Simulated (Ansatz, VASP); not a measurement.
Si: VASP beside Ansatz

```
CELL_PARAMETERS angstrom
0.00000 2.72273 2.72273
2.72273 0.00000 2.72273
2.72273 2.72273 0.00000
ATOMIC_POSITIONS crystal
Si 0.50000 0.50000 0.50000
Si 0.75000 0.75000 0.75000
```

Alike in both runs: task single point; functional r2SCAN; k mesh 10 × 10 × 10; occupations gaussian, width 0.03 eV; no spin polarisation.

|  | VASP | Ansatz |
| --- | --- | --- |
| version | VASP 6.6.1 | Ansatz 0.2.0 |
| potentials or method | VASP PAW PBE potentials, release 64 (Si), cutoff 520 eV | plane waves (500 eV) with PAW, scalar-relativistic |
| valence electrons in the cell | 8 | 8 |

Ansatz gave:

* gap on the k mesh at the Fermi level (eV): 0.78
* pressure (GPa): -0.1

Task: What did VASP give for the same quantities?

Result: gap on the k mesh at the Fermi level (eV): 0.79; pressure (GPa): -0.3.

VASP's potentials were made for PBE, not for r2SCAN.
